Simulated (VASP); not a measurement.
# C in VASP: notebook

The runs below take C through single point, with LDA, PBEsol.

Everything below comes from runs of VASP 6.6.1. Logs are shortened: lines on timing, memory, paths and dates and some standing lists are left out, and cuts for length are marked.

**1. The cell of the first run**

The cell holds a slab with vacuum, 2 atoms: a = 2.472 Å, b = 2.472 Å, c = 8.580 Å, α = 90.00°, β = 90.00°, γ = 120.00°.

**2. Single point, LDA (volume scaled by 1.02)**

Contents of INCAR:

```
PREC = Accurate
ENCUT = 520
EDIFF = 1E-7
ISMEAR = -1
SIGMA = 0.05
LREAL = F
LASPH = T
NELM = 100
ALGO = Normal
ISIF = 2
LWAVE = F
LCHARG = F
NBANDS = 11
```

Contents of KPOINTS:

```
Automatic mesh
0
Gamma
  12 12 3
```

Contents of POSCAR:

```
C
1.0
    2.4724366638      0.0000000000      0.0000000000
   -1.2362183319      2.1411929601      0.0000000000
    0.0000000000      0.0000000000      8.5802540340
C
2
Direct
    0.6666666667      0.3333333333      0.0000000000
    0.3333333333      0.6666666667      0.0000000000
```

Potentials or basis: VASP PAW LDA potentials, release 64 (C).

Run with:

```bash
> cat potpaw_LDA.64/C/POTCAR > POTCAR
> mpirun -np 1 vasp_std > vasp.out
```

OUTCAR:

```text
PREC = Accurate
   ENCUT = 520
   EDIFF = 1E-7
   ISMEAR = -1
   LREAL = F
   LASPH = T
   NELM = 100
   ISIF = 2

 ion  position               nearest neighbor table
   1  0.667  0.333  0.000-   2 1.43   2 1.43   2 1.43
   2  0.333  0.667  0.000-   1 1.43   1 1.43   1 1.43

  LATTYP: Found a hexagonal cell.
 ALAT       =     2.4724366638
 C/A-ratio  =     3.4703635323

  Lattice vectors:

 A1 = (   2.4724366638,   0.0000000000,   0.0000000000)
 A2 = (  -1.2362183319,   2.1411929601,   0.0000000000)
 A3 = (   0.0000000000,   0.0000000000,   8.5802540340)

Analysis of symmetry for initial positions (statically):
=====================================================================
 Subroutine PRICEL returns:
 Original cell was already a primitive cell.

 Routine SETGRP: Setting up the symmetry group for a
 hexagonal supercell.

 Subroutine GETGRP returns: Found 24 space group operations
 (whereof 24 operations were pure point group operations)
 out of a pool of 24 trial point group operations.

The static configuration has the point symmetry D_6h.

Analysis of symmetry for dynamics (positions and initial velocities):
=====================================================================
 Subroutine PRICEL returns:
 Original cell was already a primitive cell.

 Routine SETGRP: Setting up the symmetry group for a
 hexagonal supercell.

 Subroutine GETGRP returns: Found 24 space group operations
 (whereof 24 operations were pure point group operations)
 out of a pool of 24 trial point group operations.

The dynamic configuration has the point symmetry D_6h.

 Subroutine INISYM returns: Found 24 space group operations
 (whereof 24 operations are pure point group operations),
 and found     1 'primitive' translations

----------------------------------------------------------------------------------------

                                     Primitive cell

  volume of cell :      45.4236

  direct lattice vectors                    reciprocal lattice vectors
     2.472436664  0.000000000  0.000000000     0.404459299  0.233514685  0.000000000
    -1.236218332  2.141192960  0.000000000     0.000000000  0.467029370  0.000000000
     0.000000000  0.000000000  8.580254034     0.000000000  0.000000000  0.116546666

  length of vectors
     2.472436664  2.472436664  8.580254034     0.467029370  0.467029370  0.116546666

  position of ions in fractional coordinates (direct lattice)
     0.666666667  0.333333333  0.000000000
     0.333333333  0.666666667  0.000000000

  ion indices of the primitive-cell ions
   primitive index   ion index
                 1           1
                 2           2

----------------------------------------------------------------------------------------

 KPOINTS: Automatic mesh

Automatic generation of k-mesh.
 Grid dimensions read from file:
 generate k-points for:   12   12    3

 Generating k-lattice:

  Cartesian coordinates                     Fractional coordinates (reciprocal lattice)
     0.033704942  0.019459557  0.000000000     0.083333333 -0.000000000  0.000000000
     0.000000000  0.038919114  0.000000000     0.000000000  0.083333333  0.000000000
     0.000000000  0.000000000  0.038848889     0.000000000  0.000000000  0.333333333

  Length of vectors
     0.038919114  0.038919114  0.038848889

  Shift w.r.t. Gamma in fractional coordinates (k-lattice)
     0.000000000  0.000000000  0.000000000

 Subroutine IBZKPT returns following result:
 ===========================================

 Found     38 irreducible k-points:

 Following reciprocal coordinates:
            Coordinates               Weight
  0.000000  0.000000  0.000000      1.000000
  0.083333 -0.000000  0.000000      6.000000
  0.166667  0.000000  0.000000      6.000000
  0.250000  0.000000  0.000000      6.000000
  0.333333 -0.000000  0.000000      6.000000
  0.416667 -0.000000  0.000000      6.000000
[... 16 lines left out ...]
  0.250000  0.000000  0.333333     12.000000
  0.333333 -0.000000  0.333333     12.000000
 [... further k-points ...]
   k-points           NKPTS =     38   k-points in BZ     NKDIM =     38   number of bands    NBANDS=     11
   number of dos      NEDOS =    301   number of ions     NIONS =      2
   total plane-waves  NPLWV =  20736
   dimension x,y,z NGX =    18 NGY =   18 NGZ =   64
   dimension x,y,z NGXF=    36 NGYF=   36 NGZF=  128
   ions per type =               2
   NGX,Y,Z   is equivalent  to a cutoff of  12.10, 12.10, 12.40 a.u.
   NGXF,Y,Z  is equivalent  to a cutoff of  24.21, 24.21, 24.80 a.u.
 SYSTEM =  unknown system
   PREC   = accura    normal or accurate (medium, high low for compatibility)
   ISTART =      0    job   : 0-new  1-cont  2-samecut
   ICHARG =      2    charge: 1-file 2-atom 10-const
   ISPIN  =      1    spin polarized calculation?
   LNONCOLLINEAR =      F non collinear calculations
   LSORBIT =      F    spin-orbit coupling
   LASPH  =      T    aspherical Exc in radial PAW
   ENCUT  =  520.0 eV  38.22 Ry    6.18 a.u.   4.60  4.60 15.95*2*pi/ulx,y,z
   NELM   =    100;   NELMIN=  2; NELMDL= -5     # of ELM steps
   EDIFF  = 0.1E-06   stopping-criterion for ELM
   LREAL  =      F    real-space projection
   EDIFFG = 0.1E-05   stopping-criterion for IOM
   NSW    =      0    number of steps for IOM
   IBRION =     -1    ionic relax: 0-MD 1-quasi-New 2-CG
   NFREE  =      0    steps in history (QN), initial steepest desc. (CG)
   ISIF   =      2    stress and relaxation
   ISYM   =      2    0-nonsym 1-usesym 2-fastsym
   POTIM  = 0.5000    time-step for ionic-motion
   TEBEG  =    0.0;   TEEND  =   0.0 temperature during run
   PSTRESS=    0.0 pullay stress
   NELECT =       8.0000    total number of electrons
   NUPDOWN=      -1.0000    fix difference up-down
   EMIN   =  10.00;   EMAX   =-10.00  energy-range for DOS
   EFERMI =   0.00;   METHOD = LEGACY
   ISMEAR =    -1;   SIGMA  =   0.05  broadening in eV -4-tet -1-fermi 0-gaus
   EFERMI_NEDOS =   21; number of points for ismear=-14 and -15
   IALGO  =     38    algorithm
   IMIX   =      4    mixing-type and parameters
     AMIX     =   0.40;   BMIX     =  1.00
     AMIX_MAG =   1.60;   BMIX_MAG =  1.00
  volume/ion in A,a.u.               =      22.71       153.27
  Fermi-wavevector in a.u.,A,eV,Ry     =   0.917652  1.734110 11.457252  0.842084
  Thomas-Fermi vector in A             =   2.042644
   LORBIT       =      0    0 simple, 1 ext, 2 COOP (PROOUT), +10 PAW based schemes
   GGA     = CA    functional components
   LHFCALC =     F    Hartree Fock is set to
   AEXX    =    0.0000 exact exchange contribution
   IVDW    =     0    specifies the selected vdW correction
   LEPSILON=     F    determine dielectric tensor
   LRPA    =     F    only Hartree local field effects (RPA)
 non-spin polarized calculation
  energy-cutoff  :      520.00
  volume of cell :       45.42
 maximum number of plane-waves:      1248
   NGX =  9   NGY =  9   NGZ = 31

 number of electron       7.9999996 magnetization

 Free energy of the ion-electron system (eV)
  ---------------------------------------------------
  ext. energy  EPLUGINS =         0.00000000
  ---------------------------------------------------
  free energy    TOTEN  =       -20.15654486 eV

  energy without entropy =      -20.15461945  energy(sigma->0) =      -20.15558215

 E-fermi :  -0.9976     XC(G=0):  -5.0644

 val. band max:       -0.9976139525   @ k =   0.3333   0.3333   0.3333
 cond. band min:      -0.9975555917   @ k =   0.3333   0.3333   0.0000
 fundamental gap:      0.0000583607
 Fermi energy:        -0.9975945000

 k-point     1 :       0.0000    0.0000    0.0000
  band No.  band energies     occupation
      1     -20.2342      2.00000
      2      -8.5842      2.00000
      3      -4.0386      2.00000
      4      -4.0386      2.00000
      5       2.1996      0.00000
      6       4.5084      0.00000
      7       6.1089      0.00000
      8       7.2065      0.00000
      9       7.2065      0.00000
     10      10.2338      0.00000
     11      11.6116      0.00000

 k-point     2 :       0.0833   -0.0000    0.0000
  band No.  band energies     occupation
      1     -20.0720      2.00000
      2      -8.3892      2.00000
      3      -4.6708      2.00000
      4      -4.3735      2.00000
      5       2.4205      0.00000
      6       4.7239      0.00000
      7       6.3172      0.00000
      8       7.2841      0.00000
      9       7.8920      0.00000
     10       9.6880      0.00000
     11      11.8892      0.00000

 k-point     3 :       0.1667    0.0000    0.0000
  band No.  band energies     occupation
      1     -19.5869      2.00000
      2      -7.8092      2.00000
      3      -6.2690      2.00000
      4      -5.1577      2.00000
      5       3.0833      0.00000
      6       5.3650      0.00000
      7       6.9024      0.00000
      8       7.3229      0.00000
      9       8.2196      0.00000
     10       9.7076      0.00000
     11      12.7759      0.00000

 k-point     4 :       0.2500    0.0000    0.0000
  band No.  band energies     occupation
      1     -18.7846      2.00000
      2      -8.3261      2.00000
      3      -6.8633      2.00000
      4      -6.0284      2.00000
      5       4.1859      0.00000
      6       6.0296      0.00000
      7       6.5667      0.00000
      8       6.9632      0.00000
      9       8.1014      0.00000
     10      12.2131      0.00000
     11      14.0268      0.00000
[... 239 lines left out ...]
 k-point    22 :       0.1667    0.0000    0.3333
  band No.  band energies     occupation
      1     -19.5869      2.00000
      2      -7.8095      2.00000
      3      -6.2690      2.00000
      4      -5.1577      2.00000
      5       3.4001      0.00000
      6       4.4081      0.00000
      7       7.2310      0.00000
      8       8.1751      0.00000
      9       8.3705      0.00000
     10       9.7074      0.00000
     11      11.6128      0.00000

 k-point    23 :       0.2500    0.0000    0.3333
  band No.  band energies     occupation
      1     -18.7845      2.00000
      2      -8.3261      2.00000
      3      -6.8635      2.00000
      4      -6.0284      2.00000
      5       4.4938      0.00000
      6       5.4621      0.00000
      7       6.1914      0.00000
      8       6.9923      0.00000
      9       9.3715      0.00000
     10      12.2132      0.00000
     11      12.6146      0.00000

 k-point    24 :       0.3333   -0.0000    0.3333
  band No.  band energies     occupation
      1     -17.6766      2.00000
      2     -10.4936      2.00000
      3      -6.7544      2.00000
      4      -5.6009      2.00000
      5       3.8401      0.00000
      6       6.0100      0.00000
      7       6.6873      0.00000
      8       7.0670      0.00000
      9      10.7819      0.00000
     10      13.9149      0.00000
     11      14.6316      0.00000

 [... further k-points ...]
[... 5 lines left out ...]
  --------------------------------------------------------------------------------------
  -------------------------------------------------------------------------------------
  Total       -1.4007806     -1.4007806     -0.0130181     -0.0000000      0.0000000      0.0000000
  in kB      -49.4082600    -49.4082600     -0.4591742     -0.0000000      0.0000000      0.0000000
  external PRESSURE =     -33.0918980 kB  Pullay stress =       0.0000000 kB

 VOLUME and BASIS-vectors are now :
 -----------------------------------------------------------------------------
  energy-cutoff  :      520.00
  volume of cell :       45.42
      direct lattice vectors                 reciprocal lattice vectors
     2.472436664  0.000000000  0.000000000     0.404459299  0.233514685  0.000000000
    -1.236218332  2.141192960  0.000000000     0.000000000  0.467029370  0.000000000
     0.000000000  0.000000000  8.580254034     0.000000000  0.000000000  0.116546666

 POSITION                                       TOTAL-FORCE (eV/Angst)
 -----------------------------------------------------------------------------------
      1.23622      0.71373      0.00000        -0.000000      0.000000      0.000000
     -0.00000      1.42746      0.00000         0.000000     -0.000000     -0.000000
 -----------------------------------------------------------------------------------
    total drift:                                0.000000     -0.000000      0.000000

  FREE ENERGIE OF THE ION-ELECTRON SYSTEM (eV)
  ---------------------------------------------------
  free  energy   TOTEN  =       -20.1565448551 eV

  energy  without entropy=      -20.1546194464  energy(sigma->0) =      -20.15558215
```

Wall time 17 s (1 thread of AMD EPYC 7R13 (Zen 3), shared host); peak memory 0.1 GiB.

What came out:

- Free energy: -20.1565 eV
- Band gap on the k mesh: zero (filled and empty bands touch)

Caveat: the cell differs from its parent crystal (volume scaled by 1.02).

**3. Single point, PBEsol**

This run uses another cell than the first one, of 22.27 Å³/atom, 0.980 times its volume.

Contents of INCAR:

```
SYSTEM = C
PREC     = Accurate       ! precision mode
ENCUT    = 520            ! plane-wave cutoff, eV
EDIFF    = 1E-6           ! SCF threshold, eV
ISMEAR   = -1             ! smearing method
SIGMA    = 0.05           ! smearing width, eV
LREAL    = .FALSE.        ! projectors in reciprocal space
LASPH    = .TRUE.         ! aspherical terms in the spheres
NELM     = 100            ! most SCF steps
ALGO     = Normal         ! electronic algorithm
ISIF     = 2              ! what is computed and relaxed
LWAVE    = .FALSE.        ! write WAVECAR
LCHARG   = .FALSE.        ! write CHGCAR
GGA      = PS             ! functional
NBANDS   = 11             ! bands
```

Contents of KPOINTS:

```
regular mesh
0
G
  12 12 3
  0 0 0
```

Contents of POSCAR:

```
C
1.0
    2.4561701622      0.0000000000      0.0000000000
   -1.2280850811      2.1271057565      0.0000000000
    0.0000000000      0.0000000000      8.5238033600
C
2
Direct
    0.6666666667      0.3333333333      0.0000000000
    0.3333333333      0.6666666667      0.0000000000
```

Potentials or basis: VASP PAW PBE potentials, release 64 (C).

Run with:

```bash
> cat potpaw_PBE.64/C/POTCAR > POTCAR
> mpirun -np 1 vasp_std > vasp.out
```

Run time: 20 s. Hardware: 1 thread of AMD EPYC 7R13 (Zen 3), shared host; peak memory 0.12 GiB.

It converged, with:

- Free energy: -19.2778 eV
- Band gap on the k mesh: zero (filled and empty bands touch)

Levels at points of the mesh, in eV from the Fermi level:
| k point | band 2 | band 3 | band 4 | band 5 | band 6 | band 7 |
| --- | --- | --- | --- | --- | --- | --- |
| (0.00, 0.00, 0.00) | -7.73 | -3.00 | -3.00 | 3.10 | 5.47 | 7.02 |
| (0.50, 0.00, 0.00) | -13.31 | -6.44 | -2.39 | 1.66 | 7.46 | 11.05 |

Caveat: the PAW data sets were made with another functional, which shifts forces and pressure a little.

(Continued in part 2 of 2.)
